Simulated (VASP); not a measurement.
# HgTe (Coloradoite) (I-4m2) in VASP: a series of runs

The runs below take HgTe (Coloradoite) through single point, with PBEsol.

Program: VASP 6.6.1. These are calculated values, not measurements. Logs are shortened: lines on timing, memory, paths and dates and some standing lists are left out, and cuts for length are marked.

## Step 1: The cell of the first run

The structure is tetragonal, space group I-4m2 (No. 119). The conventional cell has a = 4.546 Å, b = 4.546 Å, c = 6.300 Å, α = 90.00°, β = 90.00°, γ = 90.00°. Hg (site symmetry -4m2) has 4 Te at 2.77 Å within 3.6 Å. Te (site symmetry -4m2) has 4 Hg at 2.77 Å within 3.6 Å.

## Step 2: Single point, PBEsol

The input, INCAR:

```
  PREC = Accurate
  ENCUT = 520
  EDIFF = 1E-6
  ISMEAR = -1
  SIGMA = 0.05
  LREAL = F
  LASPH = T
  NELM = 60
  ALGO = Normal
  ISIF = 2
  LWAVE = F
  LCHARG = T
  GGA = PS
  LELF = T
  LVHAR = T
  NBANDS = 16
```

The input, KPOINTS:

```
regular mesh
0
Gamma
  6 6 6
```

The input, POSCAR:

```
HgTe
1.0
    0.0000000000      3.2145000000      3.1502100000
    3.2145000000      0.0000000000      3.1502100000
    3.2145000000      3.2145000000      0.0000000000
Hg Te
1 1
Direct
    0.0000000000      0.0000000000      0.0000000000
    0.7500000000      0.7500000000      0.7500000000
```

Potentials or basis: VASP PAW PBE potentials, release 64 (Hg, Te).

Launch:

```
$ cat potpaw_PBE.64/Hg/POTCAR potpaw_PBE.64/Te/POTCAR > POTCAR
$ mpirun -np 1 vasp_std > vasp.out
```

OUTCAR:

```text
PREC = Accurate
   ENCUT = 520
   EDIFF = 1E-6
   ISMEAR = -1
   LREAL = F
   LASPH = T
   NELM = 60
   ISIF = 2
   GGA = PS

 ion  position               nearest neighbor table
   1  0.000  0.000  0.000-   2 2.77   2 2.77   2 2.77   2 2.77
   2  0.750  0.750  0.750-   1 2.77   1 2.77   1 2.77   1 2.77

  LATTYP: Found a body centered tetragonal cell.
 ALAT       =     4.5459894962
 C/A-ratio  =     1.3859292911

  Lattice vectors:

 A1 = (   0.0000000000,  -3.2145000000,  -3.1502100000)
 A2 = (   0.0000000000,   3.2145000000,  -3.1502100000)
 A3 = (   3.2145000000,   0.0000000000,   3.1502100000)

Analysis of symmetry for initial positions (statically):
=====================================================================
 Subroutine PRICEL returns:
 Original cell was already a primitive cell.

 Routine SETGRP: Setting up the symmetry group for a
 body centered tetragonal supercell.

 Subroutine GETGRP returns: Found  8 space group operations
 (whereof  8 operations were pure point group operations)
 out of a pool of 16 trial point group operations.

The static configuration has the point symmetry D_2d.

Analysis of symmetry for dynamics (positions and initial velocities):
=====================================================================
 Subroutine PRICEL returns:
 Original cell was already a primitive cell.

 Routine SETGRP: Setting up the symmetry group for a
 body centered tetragonal supercell.

 Subroutine GETGRP returns: Found  8 space group operations
 (whereof  8 operations were pure point group operations)
 out of a pool of 16 trial point group operations.

The dynamic configuration has the point symmetry D_2d.

 Subroutine INISYM returns: Found  8 space group operations
 (whereof  8 operations are pure point group operations),
 and found     1 'primitive' translations

----------------------------------------------------------------------------------------

                                     Primitive cell

  volume of cell :      65.1023

  direct lattice vectors                    reciprocal lattice vectors
     0.000000000  3.214500000  3.150210000    -0.155545186  0.155545186  0.158719577
     3.214500000  0.000000000  3.150210000     0.155545186 -0.155545186  0.158719577
     3.214500000  3.214500000  0.000000000     0.155545186  0.155545186 -0.158719577

  length of vectors
     4.500759191  4.500759191  4.545989496     0.271257284  0.271257284  0.271257284

  position of ions in fractional coordinates (direct lattice)
     0.000000000  0.000000000  0.000000000
     0.750000000  0.750000000  0.750000000

  ion indices of the primitive-cell ions
   primitive index   ion index
                 1           1
                 2           2

----------------------------------------------------------------------------------------

 KPOINTS: regular mesh

Automatic generation of k-mesh.
 Grid dimensions read from file:
 generate k-points for:    6    6    6

 Generating k-lattice:

  Cartesian coordinates                     Fractional coordinates (reciprocal lattice)
    -0.025924198  0.025924198  0.026453263     0.166666667 -0.000000000  0.000000000
     0.025924198 -0.025924198  0.026453263    -0.000000000  0.166666667  0.000000000
     0.025924198  0.025924198 -0.026453263     0.000000000  0.000000000  0.166666667

  Length of vectors
     0.045209547  0.045209547  0.045209547

  Shift w.r.t. Gamma in fractional coordinates (k-lattice)
     0.000000000  0.000000000  0.000000000

 Subroutine IBZKPT returns following result:
 ===========================================

 Found     30 irreducible k-points:

 Following reciprocal coordinates:
            Coordinates               Weight
  0.000000  0.000000  0.000000      1.000000
  0.166667  0.000000  0.000000      8.000000
  0.333333  0.000000  0.000000      8.000000
  0.500000  0.000000  0.000000      4.000000
  0.166667  0.166667  0.000000      2.000000
  0.333333  0.166667  0.000000      8.000000
[... 16 lines left out ...]
  0.333333  0.000000  0.333333      4.000000
  0.500000  0.000000  0.333333     16.000000
 [... further k-points ...]
   k-points           NKPTS =     30   k-points in BZ     NKDIM =     30   number of bands    NBANDS=     16
   number of dos      NEDOS =    301   number of ions     NIONS =      2
   total plane-waves  NPLWV =  46656
   dimension x,y,z NGX =    36 NGY =   36 NGZ =   36
   dimension x,y,z NGXF=    72 NGYF=   72 NGZF=   72
   ions per type =               1   1
   NGX,Y,Z   is equivalent  to a cutoff of  13.30, 13.30, 13.17 a.u.
   NGXF,Y,Z  is equivalent  to a cutoff of  26.59, 26.59, 26.33 a.u.
 SYSTEM =  unknown system
   PREC   = accura    normal or accurate (medium, high low for compatibility)
   ISTART =      0    job   : 0-new  1-cont  2-samecut
   ICHARG =      2    charge: 1-file 2-atom 10-const
   ISPIN  =      1    spin polarized calculation?
   LNONCOLLINEAR =      F non collinear calculations
   LSORBIT =      F    spin-orbit coupling
   LASPH  =      T    aspherical Exc in radial PAW
   ENCUT  =  520.0 eV  38.22 Ry    6.18 a.u.   8.37  8.37  8.45*2*pi/ulx,y,z
   NELM   =     60;   NELMIN=  2; NELMDL= -5     # of ELM steps
   EDIFF  = 0.1E-05   stopping-criterion for ELM
   LREAL  =      F    real-space projection
   EDIFFG = 0.1E-04   stopping-criterion for IOM
   NSW    =      0    number of steps for IOM
   IBRION =     -1    ionic relax: 0-MD 1-quasi-New 2-CG
   NFREE  =      0    steps in history (QN), initial steepest desc. (CG)
   ISIF   =      2    stress and relaxation
   ISYM   =      2    0-nonsym 1-usesym 2-fastsym
   POTIM  = 0.5000    time-step for ionic-motion
   TEBEG  =    0.0;   TEEND  =   0.0 temperature during run
   PSTRESS=    0.0 pullay stress
   NELECT =      18.0000    total number of electrons
   NUPDOWN=      -1.0000    fix difference up-down
   EMIN   =  10.00;   EMAX   =-10.00  energy-range for DOS
   EFERMI =   0.00;   METHOD = LEGACY
   ISMEAR =    -1;   SIGMA  =   0.05  broadening in eV -4-tet -1-fermi 0-gaus
   EFERMI_NEDOS =   21; number of points for ismear=-14 and -15
   IALGO  =     38    algorithm
   IMIX   =      4    mixing-type and parameters
     AMIX     =   0.40;   BMIX     =  1.00
     AMIX_MAG =   1.60;   BMIX_MAG =  1.00
  volume/ion in A,a.u.               =      32.55       219.67
  Fermi-wavevector in a.u.,A,eV,Ry     =   1.066515  2.015421 15.475998  1.137454
  Thomas-Fermi vector in A             =   2.202102
   LORBIT       =      0    0 simple, 1 ext, 2 COOP (PROOUT), +10 PAW based schemes
   GGA     = PS    functional components
   LHFCALC =     F    Hartree Fock is set to
   AEXX    =    0.0000 exact exchange contribution
   IVDW    =     0    specifies the selected vdW correction
   LEPSILON=     F    determine dielectric tensor
   LRPA    =     F    only Hartree local field effects (RPA)
 non-spin polarized calculation
  energy-cutoff  :      520.00
  volume of cell :       65.10
 maximum number of plane-waves:      1783
 NGX is ok and might be reduce to    36
   NGX = 17   NGY = 17   NGZ = 17

 number of electron      17.9999998 magnetization

 Free energy of the ion-electron system (eV)
  ---------------------------------------------------
  ext. energy  EPLUGINS =         0.00000000
  ---------------------------------------------------
  free energy    TOTEN  =        -4.32666608 eV

  energy without entropy =       -4.32579890  energy(sigma->0) =       -4.32623249

 E-fermi :   3.3923     XC(G=0):  -9.1031

 val. band max:        3.3298487583   @ k =   0.0000   0.0000   0.0000
 cond. band min:       3.4001543438   @ k =   0.0000   0.0000   0.0000
 fundamental gap:      0.0703055856
 Fermi energy:         3.3923264046

 k-point     1 :       0.0000    0.0000    0.0000
  band No.  band energies     occupation
      1      -8.9414      2.00000
      2      -4.2206      2.00000
      3      -4.2206      2.00000
      4      -4.2162      2.00000
      5      -3.6475      2.00000
      6      -3.6309      2.00000
[... 8 lines left out ...]
     15      12.8078      0.00000
     16      13.0172      0.00000

 k-point     2 :       0.1667    0.0000    0.0000
  band No.  band energies     occupation
      1      -8.7968      2.00000
      2      -4.1819      2.00000
      3      -4.1798      2.00000
      4      -4.1649      2.00000
      5      -3.6495      2.00000
      6      -3.6358      2.00000
[... 8 lines left out ...]
     15      11.7776      0.00000
     16      11.9206      0.00000

 k-point     3 :       0.3333    0.0000    0.0000
  band No.  band energies     occupation
      1      -8.4844      2.00000
      2      -4.1161      2.00000
      3      -4.1077      2.00000
      4      -3.8712      2.00000
      5      -3.6350      2.00000
      6      -3.6297      2.00000
[... 8 lines left out ...]
     15      12.1845      0.00000
     16      12.1933      0.00000

 k-point     4 :       0.5000    0.0000    0.0000
  band No.  band energies     occupation
      1      -8.3157      2.00000
      2      -4.0916      2.00000
      3      -4.0798      2.00000
      4      -3.6177      2.00000
      5      -3.6157      2.00000
      6      -3.3139      2.00000
[... 8 lines left out ...]
     15      13.3307      0.00000
     16      13.4571      0.00000
[... 324 lines left out ...]
 k-point    22 :      -0.3333    0.5000    0.1667
  band No.  band energies     occupation
      1      -8.0920      2.00000
      2      -3.9966      2.00000
      3      -3.9099      2.00000
      4      -3.7839      2.00000
      5      -3.6233      2.00000
      6      -2.9882      2.00000
[... 8 lines left out ...]
     15      14.2884      0.00000
     16      14.6292      0.00000

 k-point    23 :       0.3333    0.0000    0.3333
  band No.  band energies     occupation
      1      -8.3289      2.00000
      2      -4.1041      2.00000
      3      -3.9682      2.00000
      4      -3.9394      2.00000
      5      -3.6126      2.00000
      6      -3.5845      2.00000
[... 8 lines left out ...]
     15      13.4327      0.00000
     16      14.9616      0.00000

 k-point    24 :       0.5000    0.0000    0.3333
  band No.  band energies     occupation
      1      -8.1566      2.00000
      2      -4.0404      2.00000
      3      -3.9045      2.00000
      4      -3.8373      2.00000
      5      -3.5900      2.00000
      6      -3.3004      2.00000
[... 8 lines left out ...]
     15      13.7919      0.00000
     16      14.7899      0.00000

 [... further k-points ...]

------------------------ aborting loop because EDIFF is reached ----------------------------------------

  FORCE on cell =-STRESS in cart. coord.  units (eV):
  Direction    XX          YY          ZZ          XY          YZ          ZX
  --------------------------------------------------------------------------------------
  -------------------------------------------------------------------------------------
  Total        1.1947295      1.1947295      1.2932106      0.0000000      0.0000000      0.0000000
  in kB       29.4024687     29.4024687     31.8261032      0.0000000      0.0000000      0.0000000
  external PRESSURE =      30.2103469 kB  Pullay stress =       0.0000000 kB

 VOLUME and BASIS-vectors are now :
 -----------------------------------------------------------------------------
  energy-cutoff  :      520.00
  volume of cell :       65.10
      direct lattice vectors                 reciprocal lattice vectors
     0.000000000  3.214500000  3.150210000    -0.155545186  0.155545186  0.158719577
     3.214500000  0.000000000  3.150210000     0.155545186 -0.155545186  0.158719577
     3.214500000  3.214500000  0.000000000     0.155545186  0.155545186 -0.158719577

 POSITION                                       TOTAL-FORCE (eV/Angst)
 -----------------------------------------------------------------------------------
      0.00000      0.00000      0.00000         0.000000      0.000000      0.000000
      4.82175      4.82175      4.72532        -0.000000     -0.000000     -0.000000
 -----------------------------------------------------------------------------------
    total drift:                                0.000000      0.000000     -0.000000

  FREE ENERGIE OF THE ION-ELECTRON SYSTEM (eV)
  ---------------------------------------------------
  free  energy   TOTEN  =        -4.3266660772 eV

  energy  without entropy=       -4.3257988963  energy(sigma->0) =       -4.32623249
```

Wall time 31 s (1 thread of Intel Xeon Platinum 8259CL at 2.50GHz (Skylake/Cascade Lake), shared host); peak memory 0.21 GiB.

Results:

```yaml
Free_energy: -4.3267 eV
Pressure: 3.0 GPa
Band_gap_on_the_k_mesh: 0.07 eV, direct
```

Levels at points of the mesh, in eV from the valence-band top:
```
           k point  band 7  band 8  band 9  band 10  band 11  band 12
(0.00, 0.00, 0.00)   -0.70    0.00    0.00     0.07     4.13     4.13
(0.50, 0.00, 0.00)   -5.76   -1.10   -1.00     0.65     4.90     5.02
(0.50, 0.50, 0.00)   -5.59   -2.49   -2.49     1.74     2.24     8.35
(0.50, 0.00, 0.50)   -5.68   -2.43   -2.38     1.89     2.33     8.22
```

Caveat: the PAW data sets were made with another functional, which shifts forces and pressure a little; spin-orbit coupling is left out, which moves the levels of the heavy elements.

(Part 1 of 2 ends here.)
